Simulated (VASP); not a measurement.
# C (P6/mmm) in VASP: notebook

The runs below take C through single point, with PBEsol.

Program: VASP 6.6.1. These are calculated values, not measurements. Logs are shortened: lines on timing, memory, paths and dates and some standing lists are left out, and cuts for length are marked.

## (1) The cell of the first run

It takes space group P6/mmm (No. 191, hexagonal). The conventional cell has a = 2.448 Å, b = 2.448 Å, c = 3.302 Å, α = 90.00°, β = 90.00°, γ = 120.00°. Within 1.9 Å of C (site symmetry -6m2) lie 3 C at 1.41 Å.

## (2) Single point, PBEsol

Input file INCAR:

```
SYSTEM = C
PREC = Accurate ; ENCUT = 520
EDIFF = 1E-6 ; ISMEAR = -1
SIGMA = 0.15 ; LREAL = .False.
LASPH = .True. ; NELM = 60
ALGO = Normal ; ISIF = 2
LWAVE = .False. ; LCHARG = .True.
GGA = PS ; LELF = .True.
LVHAR = .True. ; NBANDS = 11
```

Input file KPOINTS:

```
regular mesh
0
Gamma
  18 18 6
  0 0 0
```

Input file POSCAR:

```
C
1.0
    2.4481204727      0.0000000000      0.0000000000
   -1.2240602364      2.1201345209      0.0000000000
    0.0000000000      0.0000000000      3.3016449864
C
2
Direct
    0.3333333333      0.6666666667      0.0000000000
    0.6666666667      0.3333333333      0.0000000000
```

Potentials or basis: VASP PAW PBE potentials, release 64 (C).

The run is started by

```bash
$ cat potpaw_PBE.64/C/POTCAR > POTCAR
$ mpirun -np 1 vasp_std > vasp.out
```

OUTCAR:

```text
SYSTEM = C
   PREC = Accurate
   ENCUT = 520
   EDIFF = 1E-6
   ISMEAR = -1
   LREAL = .False.
   LASPH = .True.
   NELM = 60
   ISIF = 2
   GGA = PS

 ion  position               nearest neighbor table
   1  0.333  0.667  0.000-   2 1.41   2 1.41   2 1.41
   2  0.667  0.333  0.000-   1 1.41   1 1.41   1 1.41

  LATTYP: Found a hexagonal cell.
 ALAT       =     2.4481204727
 C/A-ratio  =     1.3486448168

  Lattice vectors:

 A1 = (   2.4481204727,   0.0000000000,   0.0000000000)
 A2 = (  -1.2240602364,   2.1201345209,   0.0000000000)
 A3 = (   0.0000000000,   0.0000000000,   3.3016449864)

Analysis of symmetry for initial positions (statically):
=====================================================================
 Subroutine PRICEL returns:
 Original cell was already a primitive cell.

 Routine SETGRP: Setting up the symmetry group for a
 hexagonal supercell.

 Subroutine GETGRP returns: Found 24 space group operations
 (whereof 24 operations were pure point group operations)
 out of a pool of 24 trial point group operations.

The static configuration has the point symmetry D_6h.

Analysis of symmetry for dynamics (positions and initial velocities):
=====================================================================
 Subroutine PRICEL returns:
 Original cell was already a primitive cell.

 Routine SETGRP: Setting up the symmetry group for a
 hexagonal supercell.

 Subroutine GETGRP returns: Found 24 space group operations
 (whereof 24 operations were pure point group operations)
 out of a pool of 24 trial point group operations.

The dynamic configuration has the point symmetry D_6h.

 Subroutine INISYM returns: Found 24 space group operations
 (whereof 24 operations are pure point group operations),
 and found     1 'primitive' translations

----------------------------------------------------------------------------------------

                                     Primitive cell

  volume of cell :      17.1367

  direct lattice vectors                    reciprocal lattice vectors
     2.448120473  0.000000000  0.000000000     0.408476630  0.235834092  0.000000000
    -1.224060236  2.120134521  0.000000000     0.000000000  0.471668184  0.000000000
     0.000000000  0.000000000  3.301644986     0.000000000  0.000000000  0.302879324

  length of vectors
     2.448120473  2.448120473  3.301644986     0.471668184  0.471668184  0.302879324

  position of ions in fractional coordinates (direct lattice)
     0.333333333  0.666666667  0.000000000
     0.666666667  0.333333333  0.000000000

  ion indices of the primitive-cell ions
   primitive index   ion index
                 1           1
                 2           2

----------------------------------------------------------------------------------------

 KPOINTS: regular mesh

Automatic generation of k-mesh.
 Grid dimensions read from file:
 generate k-points for:   18   18    6

 Generating k-lattice:

  Cartesian coordinates                     Fractional coordinates (reciprocal lattice)
     0.022693146  0.013101894  0.000000000     0.055555556  0.000000000  0.000000000
     0.000000000  0.026203788  0.000000000     0.000000000  0.055555556  0.000000000
     0.000000000  0.000000000  0.050479887     0.000000000  0.000000000  0.166666667

  Length of vectors
     0.026203788  0.026203788  0.050479887

  Shift w.r.t. Gamma in fractional coordinates (k-lattice)
     0.000000000  0.000000000  0.000000000

 Subroutine IBZKPT returns following result:
 ===========================================

 Found    148 irreducible k-points:

 Following reciprocal coordinates:
            Coordinates               Weight
  0.000000  0.000000  0.000000      1.000000
  0.055556 -0.000000  0.000000      6.000000
  0.111111 -0.000000  0.000000      6.000000
  0.166667 -0.000000  0.000000      6.000000
  0.222222  0.000000  0.000000      6.000000
  0.277778 -0.000000  0.000000      6.000000
[... 16 lines left out ...]
  0.333333  0.111111  0.000000     12.000000
  0.388889  0.111111  0.000000     12.000000
 [... further k-points ...]
   k-points           NKPTS =    148   k-points in BZ     NKDIM =    148   number of bands    NBANDS=     11
   number of dos      NEDOS =    301   number of ions     NIONS =      2
   total plane-waves  NPLWV =   9072
   dimension x,y,z NGX =    18 NGY =   18 NGZ =   28
   dimension x,y,z NGXF=    36 NGYF=   36 NGZF=   56
   ions per type =               2
   NGX,Y,Z   is equivalent  to a cutoff of  12.22, 12.22, 14.10 a.u.
   NGXF,Y,Z  is equivalent  to a cutoff of  24.45, 24.45, 28.20 a.u.
 SYSTEM =  C
   PREC   = accura    normal or accurate (medium, high low for compatibility)
   ISTART =      0    job   : 0-new  1-cont  2-samecut
   ICHARG =      2    charge: 1-file 2-atom 10-const
   ISPIN  =      1    spin polarized calculation?
   LNONCOLLINEAR =      F non collinear calculations
   LSORBIT =      F    spin-orbit coupling
   LASPH  =      T    aspherical Exc in radial PAW
   ENCUT  =  520.0 eV  38.22 Ry    6.18 a.u.   4.55  4.55  6.14*2*pi/ulx,y,z
   NELM   =     60;   NELMIN=  2; NELMDL= -5     # of ELM steps
   EDIFF  = 0.1E-05   stopping-criterion for ELM
   LREAL  =      F    real-space projection
   EDIFFG = 0.1E-04   stopping-criterion for IOM
   NSW    =      0    number of steps for IOM
   IBRION =     -1    ionic relax: 0-MD 1-quasi-New 2-CG
   NFREE  =      0    steps in history (QN), initial steepest desc. (CG)
   ISIF   =      2    stress and relaxation
   ISYM   =      2    0-nonsym 1-usesym 2-fastsym
   POTIM  = 0.5000    time-step for ionic-motion
   TEBEG  =    0.0;   TEEND  =   0.0 temperature during run
   PSTRESS=    0.0 pullay stress
   NELECT =       8.0000    total number of electrons
   NUPDOWN=      -1.0000    fix difference up-down
   EMIN   =  10.00;   EMAX   =-10.00  energy-range for DOS
   EFERMI =   0.00;   METHOD = LEGACY
   ISMEAR =    -1;   SIGMA  =   0.15  broadening in eV -4-tet -1-fermi 0-gaus
   EFERMI_NEDOS =   21; number of points for ismear=-14 and -15
   IALGO  =     38    algorithm
   IMIX   =      4    mixing-type and parameters
     AMIX     =   0.40;   BMIX     =  1.00
     AMIX_MAG =   1.60;   BMIX_MAG =  1.00
  volume/ion in A,a.u.               =       8.57        57.82
  Fermi-wavevector in a.u.,A,eV,Ry     =   1.269977  2.399909 21.944053  1.612842
  Thomas-Fermi vector in A             =   2.402990
   LORBIT       =      0    0 simple, 1 ext, 2 COOP (PROOUT), +10 PAW based schemes
   GGA     = PS    functional components
   LHFCALC =     F    Hartree Fock is set to
   AEXX    =    0.0000 exact exchange contribution
   IVDW    =     0    specifies the selected vdW correction
   LEPSILON=     F    determine dielectric tensor
   LRPA    =     F    only Hartree local field effects (RPA)
 non-spin polarized calculation
  energy-cutoff  :      520.00
  volume of cell :       17.14
 maximum number of plane-waves:       474
   NGX =  9   NGY =  9   NGZ = 13

 number of electron       7.9999997 magnetization

 Free energy of the ion-electron system (eV)
  ---------------------------------------------------
  ext. energy  EPLUGINS =         0.00000000
  ---------------------------------------------------
  free energy    TOTEN  =       -19.24898629 eV

  energy without entropy =      -19.24431945  energy(sigma->0) =      -19.24665287

 E-fermi :   4.9083     XC(G=0): -10.6843

 val. band max:        4.7965274864   @ k =   0.3333   0.2778   0.0000
 cond. band min:       5.0743972344   @ k =   0.3333   0.2778   0.5000
 fundamental gap:      0.2778697479
 Fermi energy:         4.9083271974

 k-point     1 :       0.0000    0.0000    0.0000
  band No.  band energies     occupation
      1     -14.9152      2.00000
      2      -1.7227      2.00000
      3       1.9105      2.00000
      4       1.9105      2.00000
      5       8.9871      0.00000
      6      13.2918      0.00000
      7      13.2918      0.00000
      8      16.8775      0.00000
      9      17.7714      0.00000
     10      26.9050      0.00000
     11      31.5765      0.00000

 k-point     2 :       0.0556   -0.0000    0.0000
  band No.  band energies     occupation
      1     -14.8407      2.00000
      2      -1.6370      2.00000
      3       1.6071      2.00000
      4       1.7481      2.00000
      5       9.0762      0.00000
      6      13.3263      0.00000
      7      13.6161      0.00000
      8      16.6330      0.00000
      9      17.8901      0.00000
     10      27.1394      0.00000
     11      31.2983      0.00000

 k-point     3 :       0.1111   -0.0000    0.0000
  band No.  band energies     occupation
      1     -14.6169      2.00000
      2      -1.3811      2.00000
      3       0.7733      2.00000
      4       1.3178      2.00000
      5       9.3443      0.00000
      6      13.3588      0.00000
      7      14.5296      0.00000
      8      15.9378      0.00000
      9      18.2693      0.00000
     10      27.7446      0.00000
     11      30.3790      0.00000

 k-point     4 :       0.1667   -0.0000    0.0000
  band No.  band energies     occupation
      1     -14.2451      2.00000
      2      -0.9585      2.00000
      3      -0.4249      2.00000
      4       0.7407      2.00000
      5       9.7920      0.00000
      6      13.2871      0.00000
      7      14.8848      0.00000
      8      15.8985      0.00000
      9      18.8955      0.00000
     10      28.3638      0.00000
     11      29.0481      0.00000
[... 239 lines left out ...]
 k-point    22 :       0.2778    0.1111    0.0000
  band No.  band energies     occupation
      1     -12.0521      2.00000
      2      -4.7239      2.00000
      3      -1.8116      2.00000
      4       1.4407      2.00000
      5      10.4192      0.00000
      6      12.4598      0.00000
      7      13.8678      0.00000
      8      18.6242      0.00000
      9      22.5363      0.00000
     10      23.7473      0.00000
     11      26.6542      0.00000

 k-point    23 :       0.3333    0.1111    0.0000
  band No.  band energies     occupation
      1     -11.1285      2.00000
      2      -6.1331      2.00000
      3      -2.1881      2.00000
      4       2.3555      2.00000
      5       9.0814      0.00000
      6      13.4153      0.00000
      7      13.8700      0.00000
      8      18.6341      0.00000
      9      22.9781      0.00000
     10      23.1515      0.00000
     11      27.1319      0.00000

 k-point    24 :       0.3889    0.1111    0.0000
  band No.  band energies     occupation
      1     -10.1041      2.00000
      2      -7.4631      2.00000
      3      -2.4165      2.00000
      4       3.2000      1.99998
      5       7.9675      0.00000
      6      13.4934      0.00000
      7      14.9419      0.00000
      8      17.6392      0.00000
      9      22.5185      0.00000
     10      24.1119      0.00000
     11      27.7873      0.00000

 [... further k-points ...]

------------------------ aborting loop because EDIFF is reached ----------------------------------------

  FORCE on cell =-STRESS in cart. coord.  units (eV):
  Direction    XX          YY          ZZ          XY          YZ          ZX
  --------------------------------------------------------------------------------------
  -------------------------------------------------------------------------------------
  Total        0.6503077      0.6503077      0.5255079     -0.0000000      0.0000000      0.0000000
  in kB       60.7999034     60.7999034     49.1318680     -0.0000000      0.0000000      0.0000000
  external PRESSURE =      56.9105583 kB  Pullay stress =       0.0000000 kB

 VOLUME and BASIS-vectors are now :
 -----------------------------------------------------------------------------
  energy-cutoff  :      520.00
  volume of cell :       17.14
      direct lattice vectors                 reciprocal lattice vectors
     2.448120473  0.000000000  0.000000000     0.408476630  0.235834092  0.000000000
    -1.224060236  2.120134521  0.000000000     0.000000000  0.471668184  0.000000000
     0.000000000  0.000000000  3.301644986     0.000000000  0.000000000  0.302879324

 POSITION                                       TOTAL-FORCE (eV/Angst)
 -----------------------------------------------------------------------------------
     -0.00000      1.41342      0.00000         0.000000      0.000000     -0.000000
      1.22406      0.70671      0.00000        -0.000000      0.000000      0.000000
 -----------------------------------------------------------------------------------
    total drift:                                0.000000     -0.000000      0.000000

  FREE ENERGIE OF THE ION-ELECTRON SYSTEM (eV)
  ---------------------------------------------------
  free  energy   TOTEN  =       -19.2489862939 eV

  energy  without entropy=      -19.2443194529  energy(sigma->0) =      -19.24665287
```

Run time: 15 s. Hardware: 1 thread of AMD EPYC 7R13 (Zen 3), shared host; peak memory 0.1 GiB.

What came out:

```
Free energy            : -19.2490 eV
Pressure               : 5.7 GPa
Band gap on the k mesh : zero (bands 4 and 5 overlap by 1.51 eV)
```

Stress tensor (GPa, compression positive):
```
6.08 0.00 0.00
0.00 6.08 0.00
0.00 0.00 4.91
```

Caveat: the cell stands under pressure; this functional lacks dispersion, which binds layers or chains, so the pressure and a relaxed spacing across them are unreliable; the PAW data sets were made with another functional, which shifts forces and pressure a little.

## (3) Single point, PBEsol

This run uses another cell than the first one, of 7.31 Å³/atom.

Input file INCAR:

```
ALGO     = Normal         # electronic algorithm
EDIFF    = 1E-7           # SCF threshold, eV
ENCUT    = 520            # plane-wave cutoff, eV
GGA      = PS             # functional
ISIF     = 2              # what is computed and relaxed
ISMEAR   = -1             # smearing method
LASPH    = T              # aspherical terms in the spheres
LCHARG   = F              # write CHGCAR
LREAL    = F              # projectors in reciprocal space
LWAVE    = F              # write WAVECAR
NBANDS   = 11             # bands
NELM     = 100            # most SCF steps
PREC     = Accurate       # precision mode
SIGMA    = 0.15           # smearing width, eV
```

Input file KPOINTS:

```
k-points
0
Gamma
  18 18 12
```

Input file POSCAR:

```
C
1.0
    2.4210828919      0.0000000000      0.0000000000
   -1.2105414459      2.0967192890      0.0000000000
    0.0000000000      0.0000000000      2.8798639153
C
2
Direct
    0.3333333333      0.6666666667      0.0000000000
    0.6666666667      0.3333333333      0.0000000000
```

Potentials or basis: VASP PAW PBE potentials, release 64 (C).

The run is started by

```bash
$ cat potpaw_PBE.64/C/POTCAR > POTCAR
$ mpirun -np 1 vasp_std > vasp.out
```

Wall time 23 s (1 thread of AMD EPYC 7R13 (Zen 3), shared host); peak memory 0.11 GiB.

The run converged. Its results:

| Property | Result |
| --- | --- |
| Free energy | -19.0578 eV |
| Pressure | 22.8 GPa |
| Band gap on the k mesh | zero (bands 4 and 5 overlap by 3.09 eV) |

Stress tensor (GPa, compression positive):
```
23.30  0.00  0.00
 0.00 23.30  0.00
 0.00  0.00 21.89
```

Levels at points of the mesh, in eV from the Fermi level:
```csv
k point,band 1,band 2,band 3,band 4,band 5,band 6,band 7,band 8
"(0.00, 0.00, 0.00)",-20.31,-5.70,-2.95,-2.95,5.65,8.56,8.56,12.85
"(0.50, 0.00, 0.00)",-14.68,-13.81,-6.56,-0.68,3.75,7.38,12.28,12.38
"(0.00, 0.00, 0.50)",-19.41,-9.79,-2.80,-2.80,8.91,8.91,11.55,14.60
"(0.50, 0.00, 0.50)",-13.96,-13.23,-6.35,-3.94,0.04,8.52,13.86,19.64
```

Caveat: the cell stands under pressure; this functional lacks dispersion, which binds layers or chains, so the pressure and a relaxed spacing across them are unreliable; the PAW data sets were made with another functional, which shifts forces and pressure a little.

## (4) Single point, PBEsol

This run uses another cell than the first one, of 7.95 Å³/atom.

Input file INCAR:

```
SYSTEM = C
ALGO = Normal
EDIFF = 1E-6
ENCUT = 520
GGA = PS
ISIF = 2
ISMEAR = -1
LASPH = .True.
LCHARG = .False.
LREAL = .False.
LWAVE = .False.
NBANDS = 11
NELM = 80
PREC = Accurate
SIGMA = 0.15
```

Input file KPOINTS:

```
k-points
0
Gamma
  18 18 12
  0 0 0
```

Input file POSCAR:

```
C
1.0
    2.4375717438      0.0000000000      0.0000000000
   -1.2187858719      2.1109990537      0.0000000000
    0.0000000000      0.0000000000      3.0900555472
C
2
Direct
    0.3333333333      0.6666666667      0.0000000000
    0.6666666667      0.3333333333      0.0000000000
```

The run is started by

```bash
$ cat potpaw_PBE.64/C/POTCAR > POTCAR
$ mpirun -np 1 vasp_std > vasp.out
```

It took 24 s on 1 thread of AMD EPYC 7R13 (Zen 3), shared host; peak memory 0.11 GiB.

Results (log left out):

| Quantity | Value |
| --- | --- |
| Free energy | -19.1880 eV |
| Pressure | 11.8 GPa |
| Band gap on the k mesh | zero (bands 4 and 5 overlap by 2.17 eV) |

Stress tensor (GPa, compression positive):
```
12.18  0.00  0.00
 0.00 12.18  0.00
 0.00  0.00 10.91
```

Levels at points of the mesh, in eV from the Fermi level:
```
           k point  band 2  band 3  band 4  band 5  band 6  band 7
(0.00, 0.00, 0.00)   -6.24   -2.99   -2.99    4.71    8.45    8.45
(0.50, 0.00, 0.00)  -13.61   -6.51   -1.22    3.13    7.34   11.57
(0.00, 0.00, 0.50)   -9.25   -2.91   -2.91    8.65    8.65   11.50
(0.50, 0.00, 0.50)  -13.26   -6.40   -3.52    0.40    8.07   13.54
```

Caveat: the cell stands under pressure; this functional lacks dispersion, which binds layers or chains, so the pressure and a relaxed spacing across them are unreliable; the PAW data sets were made with another functional, which shifts forces and pressure a little.

## (5) Overview

| cell | k mesh | gap on the mesh (eV) | pressure (GPa) |
| --- | --- | --- | --- |
| a = 2.448, b = 2.448, c = 3.302 Å, angles 90.0, 90.0, 120.0°, 2 atoms | 18 × 18 × 6 | none | 5.7 |
| a = 2.421, b = 2.421, c = 2.880 Å, angles 90.0, 90.0, 120.0°, 2 atoms | 18 × 18 × 12 | none | 22.8 |
| a = 2.438, b = 2.438, c = 3.090 Å, angles 90.0, 90.0, 120.0°, 2 atoms | 18 × 18 × 12 | none | 11.8 |

Alike in all rows: task single point; level PBEsol; potentials or basis VASP PAW PBE potentials, release 64 (C); no spin polarisation; cutoff (eV) 520; smearing fermi-dirac 0.15 eV.

Caveats: the cell stands under pressure; this functional lacks dispersion, which binds layers or chains, so the pressure and a relaxed spacing across them are unreliable; the PAW data sets were made with another functional, which shifts forces and pressure a little.

Absolute energies hang on the potentials; compare differences alone.

The gap in the log of VASP goes by the Fermi energy; the results here count the filled bands.